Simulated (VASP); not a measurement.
# Rh (Fm-3m) in VASP: further runs, part 2 of 2

VASP 6.6.1. The steps go on from the part before.

## Step 3: Single point, r2SCAN, non-collinear spin, zero start, spin-orbit coupling

This run uses another cell than the first one, of 13.67 Å³/atom.

Contents of POSCAR:

```
Rh
1.0
    0.0000000000      1.8978500000      1.8978500000
    1.8978500000      0.0000000000      1.8978500000
    1.8978500000      1.8978500000      0.0000000000
Rh
1
Direct
    0.0000000000      0.0000000000      0.0000000000
```

Contents of INCAR.step1:

```
SYSTEM = Rh
ALGO     = Normal         ! electronic algorithm
EDIFF    = 1E-5           ! SCF threshold, eV
ENCUT    = 680            ! plane-wave cutoff, eV
GGA      = PE             ! functional
GGA_COMPAT= .FALSE.      
ISMEAR   = -1             ! smearing method
LASPH    = .TRUE.         ! aspherical terms in the spheres
LCHARG   = .FALSE.        ! write CHGCAR
LMAXMIX  = 4              ! l up to which the mixer works
LNONCOLLINEAR= .TRUE.         ! non-collinear magnetism
LREAL    = .FALSE.        ! projectors in reciprocal space
LSORBIT  = .TRUE.         ! spin-orbit coupling
LWAVE    = .TRUE.         ! write WAVECAR
MAGMOM   = 0 0 0          ! initial moments
NBANDS   = 28             ! bands
NELM     = 200            ! most SCF steps
PREC     = Accurate       ! precision mode
SIGMA    = 0.05           ! smearing width, eV
```

Contents of INCAR.step2:

```
SYSTEM = Rh
ALGO     = Normal         ! electronic algorithm
EDIFF    = 1E-6           ! SCF threshold, eV
ENCUT    = 680            ! plane-wave cutoff, eV
GGA_COMPAT= .FALSE.      
ISIF     = 2              ! what is computed and relaxed
ISMEAR   = -1             ! smearing method
ISTART   = 1            
LASPH    = .TRUE.         ! aspherical terms in the spheres
LCHARG   = .FALSE.        ! write CHGCAR
LMAXMIX  = 4              ! l up to which the mixer works
LMIXTAU  = .TRUE.       
LNONCOLLINEAR= .TRUE.         ! non-collinear magnetism
LORBIT   = 11             ! projections on sites
LORBMOM  = .TRUE.       
LREAL    = .FALSE.        ! projectors in reciprocal space
LSORBIT  = .TRUE.         ! spin-orbit coupling
LWAVE    = .FALSE.        ! write WAVECAR
MAGMOM   = 0 0 0          ! initial moments
METAGGA  = R2SCAN         ! meta-GGA
NBANDS   = 28             ! bands
NELM     = 200            ! most SCF steps
PREC     = Accurate       ! precision mode
SIGMA    = 0.05           ! smearing width, eV
```

Contents of KPOINTS:

```
k-points
0
G
  9 9 9
  0 0 0
```

Potentials or basis: VASP PAW PBE potentials, release 64 (Rh_sv_GW).

Run with:

```sh
$ cat potpaw_PBE.64/Rh_sv_GW/POTCAR > POTCAR
$ cp INCAR.step1 INCAR
$ mpirun -np 1 vasp_ncl > vasp.out
$ cp INCAR.step2 INCAR
$ mpirun -np 1 vasp_ncl > vasp.out
```

OUTCAR:

```text
SYSTEM = Rh
   EDIFF = 1E-6
   ENCUT = 680
   ISIF = 2
   ISMEAR = -1
   ISTART = 1
   LASPH = .TRUE.
   LNONCOLLINEAR = .TRUE.
   LORBIT = 11
   LREAL = .FALSE.
   LSORBIT = .TRUE.
   METAGGA = R2SCAN
   NELM = 200
   PREC = Accurate

 ion  position               nearest neighbor table
   1  0.000  0.000  0.000-

  LATTYP: Found a face centered cubic cell.
 ALAT       =     3.7957000000

  Lattice vectors:

 A1 = (   0.0000000000,   1.8978500000,   1.8978500000)
 A2 = (   1.8978500000,   0.0000000000,   1.8978500000)
 A3 = (   1.8978500000,   1.8978500000,   0.0000000000)

Analysis of symmetry for initial positions (statically):
=====================================================================
 Subroutine PRICEL returns:
 Original cell was already a primitive cell.

 Routine SETGRP: Setting up the symmetry group for a
 face centered cubic supercell.

 Subroutine GETGRP returns: Found 48 space group operations
 (whereof 48 operations were pure point group operations)
 out of a pool of 48 trial point group operations.

The static configuration has the point symmetry O_h .

Analysis of symmetry for dynamics (positions and initial velocities):
=====================================================================
 Subroutine PRICEL returns:
 Original cell was already a primitive cell.

 Routine SETGRP: Setting up the symmetry group for a
 face centered cubic supercell.

 Subroutine GETGRP returns: Found 48 space group operations
 (whereof 48 operations were pure point group operations)
 out of a pool of 48 trial point group operations.

The dynamic configuration has the point symmetry O_h .

Analysis of structural, dynamic, and magnetic symmetry:
=====================================================================
 Subroutine PRICEL returns:
 Original cell was already a primitive cell.

 Routine SETGRP: Setting up the symmetry group for a
 face centered cubic supercell.

 Subroutine GETGRP returns: Found 48 space group operations
 (whereof 48 operations were pure point group operations)
 out of a pool of 48 trial point group operations.

The overall configuration has the point symmetry O_h .

 Subroutine INISYM returns: Found 48 space group operations
 (whereof 48 operations are pure point group operations),
 and found     1 'primitive' translations

----------------------------------------------------------------------------------------

                                     Primitive cell

  volume of cell :      13.6715

  direct lattice vectors                    reciprocal lattice vectors
     0.000000000  1.897850000  1.897850000    -0.263456016  0.263456016  0.263456016
     1.897850000  0.000000000  1.897850000     0.263456016 -0.263456016  0.263456016
     1.897850000  1.897850000  0.000000000     0.263456016  0.263456016 -0.263456016

  length of vectors
     2.683965209  2.683965209  2.683965209     0.456319205  0.456319205  0.456319205

  position of ions in fractional coordinates (direct lattice)
     0.000000000  0.000000000  0.000000000

  ion indices of the primitive-cell ions
   primitive index   ion index
                 1           1

[... 94 lines left out ...]
  Thomas-Fermi vector in A             =   2.829199
   LORBIT       =     11    0 simple, 1 ext, 2 COOP (PROOUT), +10 PAW based schemes
   METAGGA = R2SCAN    functional components
   LHFCALC =     F    Hartree Fock is set to
   AEXX    =    0.0000 exact exchange contribution
   IVDW    =     0    specifies the selected vdW correction
   LEPSILON=     F    determine dielectric tensor
   LRPA    =     F    only Hartree local field effects (RPA)
  energy-cutoff  :      680.00
  volume of cell :       13.67
 maximum number of plane-waves:      1120
   NGX = 11   NGY = 11   NGZ = 11

 number of electron      17.0000001 magnetization       0.0000000      0.0000000     -0.0000000

 number of electron      17.0000001 magnetization      -0.0000000      0.0000000     -0.0000000

 Free energy of the ion-electron system (eV)
  ---------------------------------------------------
  ext. energy  EPLUGINS =         0.00000000
  ---------------------------------------------------
  free energy    TOTEN  =       -23.56423040 eV

  energy without entropy =      -23.55557124  energy(sigma->0) =      -23.55990082

 E-fermi :  10.7203     XC(G=0): -15.3187

 val. band max:       10.7075991427   @ k =  -0.4444   0.4444   0.1111
 cond. band min:      10.7493021768   @ k =  -0.3333   0.3333   0.0000
 fundamental gap:      0.0417030342
 Fermi energy:        10.7203097235

 k-point     1 :       0.0000    0.0000    0.0000
  band No.  band energies     occupation
      1     -70.4129      1.00000
      2     -70.4129      1.00000
      3     -39.6474      1.00000
      4     -39.6474      1.00000
      5     -35.7837      1.00000
      6     -35.7837      1.00000
[... 733 lines left out ...]
     27      34.7772      0.00000
     28      34.9195      0.00000

 [... further k-points ...]
[... 5 lines left out ...]
  --------------------------------------------------------------------------------------
  -------------------------------------------------------------------------------------
  Total        0.1242864      0.1242864      0.1242864      0.0000000      0.0000000     -0.0000000
  in kB       14.5652753     14.5652753     14.5652753      0.0000000      0.0000000     -0.0000000
  external PRESSURE =      14.5652753 kB  Pullay stress =       0.0000000 kB

 VOLUME and BASIS-vectors are now :
 -----------------------------------------------------------------------------
  energy-cutoff  :      680.00
  volume of cell :       13.67
      direct lattice vectors                 reciprocal lattice vectors
     0.000000000  1.897850000  1.897850000    -0.263456016  0.263456016  0.263456016
     1.897850000  0.000000000  1.897850000     0.263456016 -0.263456016  0.263456016
     1.897850000  1.897850000  0.000000000     0.263456016  0.263456016 -0.263456016

 POSITION                                       TOTAL-FORCE (eV/Angst)
 -----------------------------------------------------------------------------------
      0.00000      0.00000      0.00000        -0.000000      0.000000      0.000000
 -----------------------------------------------------------------------------------
    total drift:                               -0.000000      0.000000      0.000000

  FREE ENERGIE OF THE ION-ELECTRON SYSTEM (eV)
  ---------------------------------------------------
  free  energy   TOTEN  =       -23.5642303999 eV

  energy  without entropy=      -23.5555712443  energy(sigma->0) =      -23.55990082

 orbital moment (x)

 # of ion     p       d       f       tot
 ------------------------------------------------
  1         0.000  -0.000  -0.000  -0.000
 ------------------------------------------------
            0.000  -0.000  -0.000  -0.000

 orbital moment (y)

 # of ion     p       d       f       tot
 ------------------------------------------------
  1         0.000   0.000  -0.000   0.000
 ------------------------------------------------
            0.000   0.000  -0.000   0.000

 orbital moment (z)

 # of ion     p       d       f       tot
 ------------------------------------------------
  1         0.000   0.000   0.000   0.000
 ------------------------------------------------
            0.000   0.000   0.000   0.000

 Spin-Orbit-Coupling matrix elements

 Ion:    1  E_soc:     -0.5700758
 l=   1
     0.0000000    -0.0817342    -0.0817342
    -0.0817342     0.0000000    -0.0817342
    -0.0817342    -0.0817342     0.0000000
 l=   2
     0.0000000    -0.0020942     0.0000000    -0.0020942    -0.0111842
    -0.0020942     0.0000000    -0.0083881    -0.0020942    -0.0027960
     0.0000000    -0.0083881     0.0000000    -0.0083881     0.0000000
    -0.0020942    -0.0020942    -0.0083881     0.0000000    -0.0027960
    -0.0111842    -0.0027960     0.0000000    -0.0027960     0.0000000
 l=   3
     0.0000000    -0.0000000     0.0000000     0.0000000     0.0000000     0.0000000    -0.0000001
    -0.0000000     0.0000000    -0.0000000     0.0000000    -0.0000000    -0.0000000    -0.0000000
     0.0000000    -0.0000000     0.0000000    -0.0000000     0.0000000    -0.0000000     0.0000000
     0.0000000     0.0000000    -0.0000000     0.0000000    -0.0000000     0.0000000     0.0000000
     0.0000000    -0.0000000     0.0000000    -0.0000000     0.0000000    -0.0000000     0.0000000
     0.0000000    -0.0000000    -0.0000000     0.0000000    -0.0000000     0.0000000     0.0000000
    -0.0000001    -0.0000000     0.0000000     0.0000000     0.0000000     0.0000000     0.0000000

 total charge

# of ion       s       p       d       f       tot
--------------------------------------------------
    1        2.206   6.225   6.514   0.025  14.970

 magnetization (x)

# of ion       s       p       d       f       tot
--------------------------------------------------
    1        0.000   0.000  -0.000   0.000   0.000

 magnetization (y)

# of ion       s       p       d       f       tot
--------------------------------------------------
    1        0.000  -0.000  -0.000   0.000  -0.000

 magnetization (z)

# of ion       s       p       d       f       tot
--------------------------------------------------
    1       -0.000  -0.000   0.000   0.000  -0.000
```

Run time: 1.8 min. Hardware: 1 thread of Intel Xeon Platinum 8488C (Sapphire Rapids), shared host; peak memory 0.24 GiB.

What came out:

* Free energy: -23.5642 eV
* Pressure: 1.5 GPa
* Net moment: 0.00 μB per cell
* Valence electrons inside the program's atomic spheres: Rh 14.97

Moments on the atoms (μB; x, y, z):
```
Rh  0.00 0.00 0.00
```

Caveat: the PAW data sets were made with another functional, which shifts forces and pressure a little.
